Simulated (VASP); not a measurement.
# H16SO10 in VASP: notebook, part 4 of 4

VASP 6.6.1. The steps go on from the part before.

## (6) Single point, PBE+D3(BJ)

File INCAR:

```
SYSTEM = H16SO10
PREC = Accurate ; ENCUT = 520
EDIFF = 1E-6 ; ISMEAR = -1
SIGMA = 0.02 ; LREAL = Auto
LASPH = .TRUE. ; NELM = 60
ALGO = Normal ; ISIF = 2
LWAVE = .FALSE. ; LCHARG = .TRUE.
GGA = PE ; IVDW = 12
LELF = .TRUE. ; LVHAR = .TRUE.
NBANDS = 60
```

File KPOINTS:

```
regular mesh
0
G
  1 1 1
  0 0 0
```

File POSCAR:

```
H16SO10
1.0
    6.7968840000      0.0000000000      0.0000000000
    0.0000000000      6.7968840000      0.0000000000
    0.0000000000      0.0000000000      6.7968840000
O H S
10 16 1
Direct
    0.0181553783      0.1041506667      0.8464761205
    0.1686066733      1.0129200381      0.2767003233
    0.8472706022      0.7541838289      0.8585551850
    0.2275013080      0.7744283998      0.6211669936
    0.6999972340      0.4160435870      0.6055127614
    0.1832310217      0.4147930140      0.0359282283
    0.3010202911      0.3745245615      0.5504581217
   -0.1592200191      0.8901284765      0.4362145948
    0.8008669855      0.2895297316      1.2319910124
    0.5853564663      0.1986057140      0.9486405829
    0.0647355465      0.2436116314      0.8539354210
    0.0159779099      0.0619254352      0.7166813499
    0.2718157320      0.9686497519      0.3540593013
    0.2357845154      1.1177916233      0.1988999665
    0.9540695413      0.8603942630      0.8800061911
    0.8276586742      0.7643208270      0.7217572052
    0.2503353007      0.6754418642      0.4998761197
    0.3031830468      0.6840487494      0.7190206571
    0.7023806791      0.5457795072      0.5337740059
    0.7625111742      0.4337134487      0.7290840921
    0.2625762040      0.5257114878     -0.0126822821
    0.0742693269      0.4826770620      0.1056072165
    0.3178368205      0.3816307590      0.4134835904
    0.4365676978      0.3851176510      0.5988626553
   -0.0697231261      0.9902920221      0.3684188225
   -0.2667104514      0.9703858415      0.5087036942
    0.6705866983      0.1527317518      1.1322688455
```

Potentials or basis: VASP PAW PBE potentials, release 64 (O, H, S).

The run is started by

```
$ cat potpaw_PBE.64/O/POTCAR potpaw_PBE.64/H/POTCAR potpaw_PBE.64/S/POTCAR > POTCAR
$ mpirun -np 1 vasp_gam > vasp.out
```

OUTCAR:

```text
SYSTEM = H16SO10
   PREC = Accurate
   ENCUT = 520
   EDIFF = 1E-6
   ISMEAR = -1
   LREAL = Auto
   LASPH = .TRUE.
   NELM = 60
   ISIF = 2
   GGA = PE
   IVDW = 12
 IVDW          = 12

 ion  position               nearest neighbor table
   1  0.018  0.104  0.846-  12 0.93  11 1.00
   2  0.169  0.013  0.277-  13 0.93  14 1.00
   3  0.847  0.754  0.859-  16 0.94  15 1.03
   4  0.228  0.774  0.621-  18 1.04  17 1.08
   5  0.700  0.416  0.606-  20 0.95  19 1.01
   6  0.183  0.415  0.036-  21 0.98  22 0.99
   7  0.301  0.375  0.550-  23 0.94  24 0.98
   8  0.841  0.890  0.436-  25 1.02  26 1.04
   9  0.801  0.290  0.232-  27 1.45
  10  0.585  0.199  0.949-  27 1.41
  11  0.065  0.244  0.854-   1 1.00
  12  0.016  0.062  0.717-   1 0.93
  13  0.272  0.969  0.354-   2 0.93
  14  0.236  0.118  0.199-   2 1.00
[... 10 lines left out ...]
  25  0.930  0.990  0.368-   8 1.02
  26  0.733  0.970  0.509-   8 1.04
  27  0.671  0.153  0.132-  10 1.41   9 1.45

  LATTYP: Found a simple cubic cell.
 ALAT       =     6.7968840000

  Lattice vectors:

 A1 = (   6.7968840000,   0.0000000000,   0.0000000000)
 A2 = (   0.0000000000,   6.7968840000,   0.0000000000)
 A3 = (   0.0000000000,   0.0000000000,   6.7968840000)

Analysis of symmetry for initial positions (statically):
=====================================================================
 Subroutine PRICEL returns:
 Original cell was already a primitive cell.

 Routine SETGRP: Setting up the symmetry group for a
 simple cubic supercell.

 Subroutine GETGRP returns: Found  1 space group operations
 (whereof  1 operations were pure point group operations)
 out of a pool of 48 trial point group operations.

The static configuration has the point symmetry C_1 .

Analysis of symmetry for dynamics (positions and initial velocities):
[... 157 lines left out ...]
     AMIX_MAG =   1.60;   BMIX_MAG =  1.00
  volume/ion in A,a.u.               =      11.63        78.48
  Fermi-wavevector in a.u.,A,eV,Ry     =   1.046413  1.977433 14.898096  1.094979
  Thomas-Fermi vector in A             =   2.181250
   LORBIT       =      0    0 simple, 1 ext, 2 COOP (PROOUT), +10 PAW based schemes
   GGA     = PE    functional components
   LHFCALC =     F    Hartree Fock is set to
   AEXX    =    0.0000 exact exchange contribution
   IVDW    =    12    specifies the selected vdW correction
   LEPSILON=     F    determine dielectric tensor
   LRPA    =     F    only Hartree local field effects (RPA)
 non-spin polarized calculation
  energy-cutoff  :      520.00
  volume of cell :      314.00
 maximum number of plane-waves:      4193
 NGX is ok and might be reduce to    50
   NGX = 25   NGY = 25   NGZ = 25

 number of electron      82.0000001 magnetization

 Free energy of the ion-electron system (eV)
  ---------------------------------------------------
  ext. energy  EPLUGINS =         0.00000000
  ---------------------------------------------------
  free energy    TOTEN  =      -131.24470423 eV

  energy without entropy =     -131.24470423  energy(sigma->0) =     -131.24470423

 E-fermi :  -2.3256     XC(G=0):  -6.7948

 val. band max:       -2.8496943265   @ k =   0.0000   0.0000   0.0000
 cond. band min:      -0.6511145412   @ k =   0.0000   0.0000   0.0000
 fundamental gap:      2.1985797854
 Fermi energy:        -2.3256319649

 k-point     1 :       0.0000    0.0000    0.0000
  band No.  band energies     occupation
      1     -25.4060      2.00000
      2     -22.9451      2.00000
      3     -22.5115      2.00000
      4     -22.3318      2.00000
      5     -22.1267      2.00000
      6     -21.7792      2.00000
[... 45 lines left out ...]
     52       5.8283      0.00000
     53       5.9042      0.00000
 [bands above 53 left out]

------------------------ aborting loop because EDIFF is reached ----------------------------------------

 Edisp (eV)   -1.04409

 E8    (eV) :    -0.2355

  FORCE on cell =-STRESS in cart. coord.  units (eV):
  Direction    XX          YY          ZZ          XY          YZ          ZX
  --------------------------------------------------------------------------------------
  -------------------------------------------------------------------------------------
  Total      -0.86009    -4.91526     6.82038    -0.70522    -1.32880     4.40859
  in kB      -4.38858   -25.07999    34.80081    -3.59834    -6.78015    22.49475
  external pressure =        1.78 kB  Pullay stress =        0.00 kB

 VOLUME and BASIS-vectors are now :
 -----------------------------------------------------------------------------
  energy-cutoff  :      520.00
  volume of cell :      314.00
      direct lattice vectors                 reciprocal lattice vectors
     6.796884000  0.000000000  0.000000000     0.147126242  0.000000000  0.000000000
     0.000000000  6.796884000  0.000000000     0.000000000  0.147126242  0.000000000
     0.000000000  0.000000000  6.796884000     0.000000000  0.000000000  0.147126242

 POSITION                                       TOTAL-FORCE (eV/Angst)
 -----------------------------------------------------------------------------------
      0.12340      0.70790      5.75340         0.106022      1.644451      2.460363
      1.14600      0.08782      1.88070        -0.679346      1.822279     -2.464053
      5.75880      5.12610      5.83550         1.332314      0.781141      2.250749
      1.54630      5.26370      4.22200         2.232037     -3.333726     -1.001471
      4.75780      2.82780      4.11560        -1.025483      1.041468     -1.945604
      1.24540      2.81930      0.24420        -0.146813      1.015921      0.537754
[... 19 lines left out ...]
      4.98408      6.59560      3.45760         1.822299     -1.007203     -1.280671
      4.55790      1.03810      0.89902         0.782249     -0.921167      1.816699
 -----------------------------------------------------------------------------------
    total drift:                                0.000918      0.001167      0.003358

  FREE ENERGIE OF THE ION-ELECTRON SYSTEM (eV)
  ---------------------------------------------------
  free  energy   TOTEN  =      -132.2887920707 eV

  energy  without entropy=     -132.2887920707  energy(sigma->0) =     -132.28879207
```

stdout:

```text
POSCAR found type information on POSCAR O H S
 POSCAR found :  3 types and      27 ions
 scaLAPACK will be used
 LDA part: xc-table for (Slater+PW92), standard interpolation
 POSCAR, INCAR and KPOINTS ok, starting setup
 FFT: planning ... GRIDC
 FFT: planning ... GRID_SOFT
 FFT: planning ... GRID
 WAVECAR not read
 entering main loop
```

Run time: 62 s. Hardware: 1 thread of Intel Xeon Platinum 8488C (Sapphire Rapids), shared host; peak memory 0.39 GiB.

What came out:

| Item | Value |
| --- | --- |
| Free energy | -132.2888 eV |
| Pressure | 0.2 GPa |
| Largest force | 4.135 eV/Å |
| Band gap on the k mesh | 2.20 eV |
| Dispersion energy per atom | -0.039 eV |

Forces on the atoms (eV/Å):
```
O    0.106  1.644  2.460
O   -0.679  1.822 -2.464
O    1.332  0.781  2.251
O    2.232 -3.334 -1.001
O   -1.025  1.041 -1.946
O   -0.147  1.016  0.538
O   -0.254 -0.024  1.410
O   -1.601  1.879  0.908
O   -0.024  0.206 -0.496
O   -0.907  0.868 -1.830
H    0.083 -1.038 -0.058
H    0.239 -0.371 -2.680
H    1.694 -1.142  2.154
H   -1.053 -0.562  0.088
H   -1.488 -1.373  0.056
H   -0.006  0.119 -1.820
H   -0.878  1.852  2.496
H   -1.285  1.731 -1.435
H    0.441 -1.260  0.787
H    0.595  0.459  1.178
H   -0.220 -0.487  0.095
H    0.243 -0.443 -0.389
H   -0.023 -0.119 -1.903
H    0.496 -0.244  0.197
H   -0.475 -1.094  0.868
H    1.822 -1.007 -1.281
S    0.782 -0.921  1.817
```

Stress tensor (GPa, compression positive):
```
-0.44 -0.36  2.25
-0.36 -2.51 -0.68
 2.25 -0.68  3.48
```

Caveat: the k points lie up to 0.92 Å⁻¹ apart.

## (7) Single point, PBE+D3(BJ)

File INCAR:

```
PREC = Accurate ; ENCUT = 520
EDIFF = 1E-6 ; ISMEAR = -1
SIGMA = 0.02 ; LREAL = Auto
LASPH = True ; NELM = 100
ALGO = Normal ; ISIF = 2
LWAVE = False ; LCHARG = False
GGA = PE ; IVDW = 12
NBANDS = 60
```

File KPOINTS:

```
Automatic mesh
0
Gamma
  1 1 1
```

File POSCAR:

```
H16SO10
1.0
    6.7968840000      0.0000000000      0.0000000000
    0.0000000000      6.7968840000      0.0000000000
    0.0000000000      0.0000000000      6.7968840000
O H S
10 16 1
Direct
   -0.0350601835      0.1125957130      0.9072245458
    0.2912805338      0.9715334262      0.3368602436
    0.8226710946      0.7052643535      0.8573781751
    0.1869238904      0.7077949249      0.6064396568
    0.8444457784      0.3549126335      0.6391163951
    0.1820834371      0.4530311243      0.0713415147
    0.3434220740      0.3673889388      0.6044828777
   -0.1375188984      0.8415915293      0.3283269216
    0.8125782344      0.3471296553      1.2285041204
    0.5689077524      0.3104363705      0.9570562040
    0.0878343665      0.1495685376      0.9714892883
   -0.0232165210      0.1758011465      0.7847713746
    0.2257799309      0.9126387915      0.4439975730
    0.3962698201      0.8799179153      0.3393908150
    0.8958075495      0.7613783022      0.9590129830
    0.7076330860      0.7922748130      0.8509928962
    0.1075639955      0.7856541321      0.6963337906
    0.2171877584      0.5643762642      0.6361591576
    0.8430922170      0.3435986255      0.4896508459
    0.8485064627      0.4977133639      0.6751034739
    0.3105099337      0.4366118357      0.0066648188
    0.1055189407      0.4874439523     -0.0495668309
    0.3653144588      0.2760382552      0.4925933707
    0.4640067419      0.3665944571      0.6641278562
   -0.1147290435      0.6829011647      0.3407296638
   -0.0594684270      0.8325726907      0.4396867741
    0.7080597521      0.2107583416      1.1017401503
```

The run is started by

```
$ cat potpaw_PBE.64/O/POTCAR potpaw_PBE.64/H/POTCAR potpaw_PBE.64/S/POTCAR > POTCAR
$ mpirun -np 1 vasp_gam > vasp.out
```

Wall time 54 s (1 thread of Intel Xeon Platinum 8488C (Sapphire Rapids), shared host); peak memory 0.4 GiB.

The run converged. Its results:

- Free energy: -132.5007 eV
- Pressure: 1.0 GPa
- Largest force: 4.805 eV/Å
- Band gap on the k mesh: 3.10 eV
- Dispersion energy per atom: -0.039 eV

Forces in eV/Å, atoms in the order of the input:
```
O    0.609 -1.680  1.820
O    0.450  1.865 -1.258
O   -1.650 -0.479 -1.669
O   -0.075  0.293 -0.234
O   -0.064  0.561 -1.498
O   -0.330  0.211 -1.695
O   -2.507 -0.989 -2.204
O   -0.988 -4.487 -1.407
O    0.129  0.234  0.309
O    1.661 -1.318  1.761
H    0.151  0.093  0.742
H   -0.605  1.550 -2.396
H   -1.344 -0.678  1.420
H    1.553 -0.724 -0.590
H    1.356  0.930  1.919
H    0.252 -0.411 -0.157
H   -0.028 -0.857  0.650
H   -0.191  0.847 -0.222
H    0.117  0.341  1.463
H   -0.094 -0.906 -0.166
H    0.393 -0.128  0.560
H    0.093 -0.161  1.150
H   -0.744  0.342  0.313
H    3.288  0.116  2.014
H   -1.316  2.538 -1.791
H    2.077  1.706  2.927
S   -2.196  1.192 -1.762
```

Stress tensor (GPa, compression positive):
```
 2.69  2.26  0.35
 2.26 -2.21  0.23
 0.35  0.23  2.50
```

Levels at points of the mesh, in eV from the valence-band top:
| k point | band 38 | band 39 | band 40 | band 41 | band 42 | band 43 | band 44 | band 45 |
| --- | --- | --- | --- | --- | --- | --- | --- | --- |
| (0.00, 0.00, 0.00) | -0.45 | -0.40 | -0.31 | 0.00 | 3.10 | 4.65 | 6.32 | 6.55 |

Caveat: the k points lie up to 0.92 Å⁻¹ apart.
